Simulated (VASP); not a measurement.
# KCl (Fm-3m) in VASP: G0W0 quasiparticle levels with PBE

Aim: the G0W0 quasiparticle levels of KCl with PBE.

Program: VASP 6.6.1. These are calculated values, not measurements. Logs are shortened: lines on timing, memory, paths and dates and some standing lists are left out, and cuts for length are marked.

## (1) The cell of the first run

It takes space group Fm-3m (No. 225, cubic). Conventional cell: a = 6.258 Å, b = 6.258 Å, c = 6.258 Å, α = 90.00°, β = 90.00°, γ = 90.00°. Within 4.1 Å of K (site symmetry m-3m) lie 6 Cl at 3.13 Å. Within 4.1 Å of Cl (site symmetry m-3m) lie 6 K at 3.13 Å.

## (2) G0W0 quasiparticle levels, PBE

POSCAR reads:

```
KCl
1.0
    0.0000000000      3.1291240680      3.1291240680
    3.1291240680      0.0000000000      3.1291240680
    3.1291240680      3.1291240680      0.0000000000
K Cl
1 1
Direct
    0.0000000000      0.0000000000      0.0000000000
    0.5000000000      0.5000000000      0.5000000000
```

INCAR.step1 reads:

```
SYSTEM = KCl
PREC     = Accurate       ! precision mode
ENCUT    = 500            ! plane-wave cutoff, eV
EDIFF    = 1E-8           ! SCF threshold, eV
ISMEAR   = 0              ! smearing method
SIGMA    = 0.01           ! smearing width, eV
LREAL    = .FALSE.        ! projectors in reciprocal space
LASPH    = .TRUE.         ! aspherical terms in the spheres
NELM     = 80             ! most SCF steps
ALGO     = Normal         ! electronic algorithm
LWAVE    = .TRUE.         ! write WAVECAR
LCHARG   = .FALSE.        ! write CHGCAR
GGA      = PE             ! functional
```

INCAR.step2 reads:

```
SYSTEM = KCl
PREC     = Accurate       ! precision mode
ENCUT    = 500            ! plane-wave cutoff, eV
EDIFF    = 1E-8           ! SCF threshold, eV
ISMEAR   = 0              ! smearing method
SIGMA    = 0.01           ! smearing width, eV
LREAL    = .FALSE.        ! projectors in reciprocal space
LASPH    = .TRUE.         ! aspherical terms in the spheres
NELM     = 1              ! most SCF steps
ALGO     = Exact          ! electronic algorithm
LWAVE    = .TRUE.         ! write WAVECAR
LCHARG   = .FALSE.        ! write CHGCAR
GGA      = PE             ! functional
NBANDS   = 263            ! bands
LOPTICS  = .TRUE.         ! frequency-dependent dielectric function
ISTART   = 1
```

INCAR.step3 reads:

```
SYSTEM = KCl
PREC     = Accurate       ! precision mode
ENCUT    = 500            ! plane-wave cutoff, eV
EDIFF    = 1E-8           ! SCF threshold, eV
ISMEAR   = 0              ! smearing method
SIGMA    = 0.01           ! smearing width, eV
LREAL    = .FALSE.        ! projectors in reciprocal space
LASPH    = .TRUE.         ! aspherical terms in the spheres
ALGO     = EVGW0          ! electronic algorithm
LWAVE    = .FALSE.        ! write WAVECAR
LCHARG   = .FALSE.        ! write CHGCAR
GGA      = PE             ! functional
NELMGW   = 1            
NBANDS   = 263            ! bands
ENCUTGW  = 150.0          ! cutoff of the response function
NOMEGA   = 96             ! frequency points
PRECFOCK = Fast         
ISTART   = 1            
NBANDSGW = 16           
OMEGAMAX = 20
```

KPOINTS reads:

```
regular mesh
0
G
  4 4 4
  0 0 0
```

Potentials or basis: VASP PAW PBE potentials, release 64 (K_sv_GW, Cl_GW).

Run with:

```sh
$ cat potpaw_PBE.64/K_sv_GW/POTCAR potpaw_PBE.64/Cl_GW/POTCAR > POTCAR
$ cp INCAR.step1 INCAR
$ mpirun -np 1 vasp_std > vasp.out
$ cp INCAR.step2 INCAR
$ mpirun -np 1 vasp_std > vasp.out
$ cp INCAR.step3 INCAR
$ mpirun -np 1 vasp_std > vasp.out
```

OUTCAR:

```text
SYSTEM = KCl
   PREC = Accurate
   ENCUT = 500
   EDIFF = 1E-8
   ISMEAR = 0
   LREAL = .FALSE.
   LASPH = .TRUE.
   GGA = PE
   NELMGW = 1
   ENCUTGW = 150.0
   PRECFOCK = Fast
   ISTART = 1

 ion  position               nearest neighbor table
   1  0.000  0.000  0.000-
   2  0.500  0.500  0.500-

  LATTYP: Found a face centered cubic cell.
 ALAT       =     6.2582481360

  Lattice vectors:

 A1 = (   0.0000000000,   3.1291240680,   3.1291240680)
 A2 = (   3.1291240680,   0.0000000000,   3.1291240680)
 A3 = (   3.1291240680,   3.1291240680,   0.0000000000)

Analysis of symmetry for initial positions (statically):
=====================================================================
 Subroutine PRICEL returns:
 Original cell was already a primitive cell.

 Routine SETGRP: Setting up the symmetry group for a
 face centered cubic supercell.

 Subroutine GETGRP returns: Found 48 space group operations
 (whereof 48 operations were pure point group operations)
 out of a pool of 48 trial point group operations.

The static configuration has the point symmetry O_h .

Analysis of symmetry for dynamics (positions and initial velocities):
=====================================================================
 Subroutine PRICEL returns:
 Original cell was already a primitive cell.

 Routine SETGRP: Setting up the symmetry group for a
 face centered cubic supercell.

 Subroutine GETGRP returns: Found 48 space group operations
 (whereof 48 operations were pure point group operations)
 out of a pool of 48 trial point group operations.

The dynamic configuration has the point symmetry O_h .

 Subroutine INISYM returns: Found 48 space group operations
 (whereof 48 operations are pure point group operations),
 and found     1 'primitive' translations

----------------------------------------------------------------------------------------

                                     Primitive cell

  volume of cell :      61.2771

  direct lattice vectors                    reciprocal lattice vectors
     0.000000000  3.129124068  3.129124068    -0.159789126  0.159789126  0.159789126
     3.129124068  0.000000000  3.129124068     0.159789126 -0.159789126  0.159789126
     3.129124068  3.129124068  0.000000000     0.159789126  0.159789126 -0.159789126

  length of vectors
     4.425249695  4.425249695  4.425249695     0.276762885  0.276762885  0.276762885

  position of ions in fractional coordinates (direct lattice)
     0.000000000  0.000000000  0.000000000
     0.500000000  0.500000000  0.500000000

  ion indices of the primitive-cell ions
   primitive index   ion index
                 1           1
                 2           2

----------------------------------------------------------------------------------------

 KPOINTS: regular mesh

Automatic generation of k-mesh.
 Grid dimensions read from file:
 generate k-points for:    4    4    4

 Generating k-lattice:

  Cartesian coordinates                     Fractional coordinates (reciprocal lattice)
    -0.039947282  0.039947282  0.039947282     0.250000000  0.000000000  0.000000000
     0.039947282 -0.039947282  0.039947282     0.000000000  0.250000000  0.000000000
     0.039947282  0.039947282 -0.039947282     0.000000000  0.000000000  0.250000000

  Length of vectors
     0.069190721  0.069190721  0.069190721

  Shift w.r.t. Gamma in fractional coordinates (k-lattice)
     0.000000000  0.000000000  0.000000000

 Subroutine IBZKPT returns following result:
 ===========================================

 Found      8 irreducible k-points:

 Following reciprocal coordinates:
            Coordinates               Weight
  0.000000  0.000000  0.000000      1.000000
  0.250000  0.000000  0.000000      8.000000
  0.500000  0.000000  0.000000      4.000000
  0.250000  0.250000  0.000000      6.000000
  0.500000  0.250000  0.000000     24.000000
 -0.250000  0.250000  0.000000     12.000000
  0.500000  0.500000  0.000000      3.000000
 -0.250000  0.500000  0.250000      6.000000
   k-points           NKPTS =      8   k-points in BZ     NKDIM =     64   number of bands    NBANDS=    263
   number of dos      NEDOS =    301   number of ions     NIONS =      2
   total plane-waves  NPLWV =  32768
   dimension x,y,z NGX =    32 NGY =   32 NGZ =   32
   dimension x,y,z NGXF=    64 NGYF=   64 NGZF=   64
   ions per type =               1   1
   NGX,Y,Z   is equivalent  to a cutoff of  12.02, 12.02, 12.02 a.u.
   NGXF,Y,Z  is equivalent  to a cutoff of  24.04, 24.04, 24.04 a.u.
 SYSTEM =  KCl
   PREC   = accura    normal or accurate (medium, high low for compatibility)
   ISTART =      1    job   : 0-new  1-cont  2-samecut
   ICHARG =      0    charge: 1-file 2-atom 10-const
   ISPIN  =      1    spin polarized calculation?
   LNONCOLLINEAR =      F non collinear calculations
   LSORBIT =      F    spin-orbit coupling
   LASPH  =      T    aspherical Exc in radial PAW
   ENCUT  =  500.0 eV  36.75 Ry    6.06 a.u.   8.07  8.07  8.07*2*pi/ulx,y,z
   NELM   =     60;   NELMIN=  2; NELMDL=  0     # of ELM steps
   EDIFF  = 0.1E-07   stopping-criterion for ELM
   LREAL  =      F    real-space projection
   EDIFFG = 0.1E-06   stopping-criterion for IOM
   NSW    =      0    number of steps for IOM
   IBRION =     -1    ionic relax: 0-MD 1-quasi-New 2-CG
   NFREE  =      0    steps in history (QN), initial steepest desc. (CG)
   ISIF   =      0    stress and relaxation
   ISYM   =      3    0-nonsym 1-usesym 2-fastsym
   POTIM  = 0.5000    time-step for ionic-motion
   TEBEG  =    0.0;   TEEND  =   0.0 temperature during run
   PSTRESS=    0.0 pullay stress
   NELECT =      16.0000    total number of electrons
   NUPDOWN=      -1.0000    fix difference up-down
   EMIN   =  10.00;   EMAX   =-10.00  energy-range for DOS
   EFERMI =   0.00;   METHOD = LEGACY
   ISMEAR =     0;   SIGMA  =   0.01  broadening in eV -4-tet -1-fermi 0-gaus
   EFERMI_NEDOS =   21; number of points for ismear=-14 and -15
   IALGO  =     38    algorithm
   IMIX   =      4    mixing-type and parameters
     AMIX     =   0.40;   BMIX     =  1.00
     AMIX_MAG =   1.60;   BMIX_MAG =  1.00
  volume/ion in A,a.u.               =      30.64       206.76
  Fermi-wavevector in a.u.,A,eV,Ry     =   1.046362  1.977338 14.896663  1.094874
  Thomas-Fermi vector in A             =   2.181197
   LORBIT       =      0    0 simple, 1 ext, 2 COOP (PROOUT), +10 PAW based schemes
   GGA     = PE    functional components
   LHFCALC =     T    Hartree Fock is set to
   PRECFOCK=fast      Normal, Fast or Accurate (Low or Medium for compatibility)
   ENCUT4O =  -1.0   cutoff for four orbital integrals eV
   NKREDX  =     1    reduce k-point grid by
   NKREDY  =     1    reduce k-point grid by
   NKREDZ  =     1    reduce k-point grid by
   AEXX    =    1.0000 exact exchange contribution
   HFSCREEN=    0.0000 screening length (either q_TF or 0.3 A-1)
   HFSCREENC=   0.0000 screening length for correlation (either q_TF or 0.3 A-1)
   ENCUTFOCK=  -1.0 apply spherical cutoff to Coloumb kernel
   IVDW    =     0    specifies the selected vdW correction
   LEPSILON=     F    determine dielectric tensor
   LRPA    =     F    only Hartree local field effects (RPA)
   LRPAFORCE           =     F    calculate RPA forces
   ENCUTGW             = 150.0    cutoff for response function in eV
   ENCUTGWSOFT         = 120.0    soft cutoff for Coulomb kernel in GW response function in eV
   ENCUTLF             =  -1.0    cutoff for local field effects
   NELMGW              =     1    number of iterations in solving QP/BSE equation
   NELMHF              =     1    number of iterations in the inner HF iteration
   NKREDLFX            =     1    NKREDLFY  =   1   NKREDLFZ  =   1
 non-spin polarized calculation
 Gauss-broadening in eV      SIGMA  =   0.01
  energy-cutoff  :      500.00
  volume of cell :       61.28
 maximum number of plane-waves:      1588
  NGX = 18; NGY = 18; NGZ = 18
   NGX = 17   NGY = 17   NGZ = 17
 maximum number of plane-waves:       266
 NGX is ok and might be reduce to    18

 QP shifts <psi_nk| G(iteration)W_0 |psi_nk>: iteration 1
 for sc-GW calculations column KS-energies equals QP-energies in previous step
 and V_xc(KS)=  KS-energies - (<T + V_ion + V_H > + <T+V_H+V_ion>^1  + <V_x>^1)

 k-point   1 :       0.0000    0.0000    0.0000
  band No.  KS-energies  QP-energies   sigma(KS)   V_xc(KS)     V^pw_x(r,r')   Z            occupation Imag(sigma)

      1     -27.7046     -29.5629     -21.5454     -18.5106     -30.7361       0.6123       2.0000       0.4199
      2     -12.6912     -14.4810     -17.4556     -15.1911     -24.3637       0.7904       2.0000       1.2510
      3     -11.1655     -14.3938     -21.8250     -17.8363     -24.6944       0.8093       2.0000       0.0559
      4     -11.1655     -14.3938     -21.8250     -17.8363     -24.6944       0.8093       2.0000       0.0559
      5     -11.1655     -14.3938     -21.8250     -17.8363     -24.6944       0.8093       2.0000       0.0559
      6      -0.5531      -2.6518     -16.8502     -14.2159     -18.6601       0.7967       2.0000       0.0337
[... 8 lines left out ...]
     15      12.4762      12.6386      -4.1326      -4.3345      -0.6960       0.8043       0.0000      -0.1180
     16      15.5430      18.5200     -10.2350     -13.9103      -6.0684       0.8100       0.0000      -0.1287

 k-point   2 :       0.2500    0.0000    0.0000
  band No.  KS-energies  QP-energies   sigma(KS)   V_xc(KS)     V^pw_x(r,r')   Z            occupation Imag(sigma)

      1     -27.6989     -29.5546     -21.5509     -18.5209     -30.7447       0.6124       2.0000       0.4136
      2     -12.7936     -14.7607     -17.7110     -15.2531     -24.3028       0.8003       2.0000       1.1569
      3     -11.1705     -14.4005     -21.8131     -17.8267     -24.6805       0.8103       2.0000       0.0536
      4     -11.1705     -14.4005     -21.8131     -17.8267     -24.6805       0.8103       2.0000       0.0536
      5     -11.0352     -14.0685     -21.5794     -17.8029     -24.7540       0.8032       2.0000       0.1225
      6      -1.1553      -3.3344     -15.8929     -13.1461     -17.7110       0.7933       2.0000       0.0356
[... 8 lines left out ...]
     15      13.0350      15.2127      -8.3189     -10.9657      -4.5757       0.8228       0.0000      -0.0812
     16      13.8163      16.1426      -8.8960     -11.7356      -5.0418       0.8192       0.0000      -0.0856

 k-point   3 :       0.5000    0.0000    0.0000
  band No.  KS-energies  QP-energies   sigma(KS)   V_xc(KS)     V^pw_x(r,r')   Z            occupation Imag(sigma)

      1     -27.6931     -29.5467     -21.5565     -18.5311     -30.7531       0.6127       2.0000       0.4072
      2     -12.8831     -14.9313     -17.8855     -15.2860     -24.2507       0.7879       2.0000       1.0877
      3     -11.1753     -14.4039     -21.8014     -17.8173     -24.6666       0.8104       2.0000       0.0510
      4     -11.1753     -14.4039     -21.8014     -17.8173     -24.6666       0.8104       2.0000       0.0510
      5     -10.9167     -13.7747     -21.4207     -17.8016     -24.8067       0.7897       2.0000       0.1625
      6      -1.6344      -3.9023     -15.3678     -12.5089     -17.2497       0.7933       2.0000       0.0393
[... 74 lines left out ...]
      1     -27.6898     -29.5460     -21.5611     -18.5368     -30.7578       0.6138       2.0000       0.4118
      2     -12.5882     -14.4463     -17.5432     -15.3428     -24.4670       0.8444       2.0000       1.2676
      3     -11.3173     -14.5484     -21.5191     -17.5018     -24.4104       0.8043       2.0000       0.0731
      4     -11.2251     -14.4522     -21.7129     -17.7123     -24.5905       0.8067       2.0000       0.0628
      5     -11.2251     -14.4522     -21.7129     -17.7123     -24.5905       0.8067       2.0000       0.0628
      6      -1.2216      -3.4433     -16.1417     -13.3417     -18.0202       0.7935       2.0000       0.0362
[... 8 lines left out ...]
     15      11.1229      13.9816      -9.2117     -12.6646      -5.6309       0.8279       0.0000      -0.0554
     16      13.5115      14.3841      -7.0560      -8.1557      -3.1187       0.7935       0.0000      -0.1454

 k-point   8 :      -0.2500    0.5000    0.2500
  band No.  KS-energies  QP-energies   sigma(KS)   V_xc(KS)     V^pw_x(r,r')   Z            occupation Imag(sigma)

      1     -27.6897     -29.5460     -21.5608     -18.5371     -30.7580       0.6139       2.0000       0.4095
      2     -12.6872     -14.6694     -17.7232     -15.3536     -24.3951       0.8365       2.0000       1.1935
      3     -11.2710     -14.4966     -21.6148     -17.6069     -24.4994       0.8048       2.0000       0.0677
      4     -11.2710     -14.4966     -21.6148     -17.6069     -24.4994       0.8048       2.0000       0.0677
      5     -11.0733     -14.1465     -21.6356     -17.8110     -24.7378       0.8035       2.0000       0.1047
      6      -1.0550      -3.2268     -16.2079     -13.4713     -18.0585       0.7936       2.0000       0.0355
[... 8 lines left out ...]
     15      11.4992      13.0555      -7.8943      -9.7647      -4.3760       0.8321       0.0000      -0.0586
     16      12.2708      14.1149      -8.1707     -10.4407      -4.4264       0.8124       0.0000      -0.0868
```

Run time: 5.6 min. Hardware: 1 thread of Intel Xeon Platinum 8488C (Sapphire Rapids), shared host; peak memory 0.83 GiB.

What came out:

```yaml
Quasiparticle_gap: 8.03 eV
Least_direct_quasiparticle_gap: 8.03 eV
Band_gap_of_the_starting_levels_on_the_mesh: 5.25 eV
Least_direct_gap_of_the_starting_levels_on_the_mesh: 5.25 eV
```

Caveat: the k points lie up to 0.43 Å⁻¹ apart; bands, screening cutoff and mesh are small and nothing is extrapolated, so the quasiparticle values aren't converged.
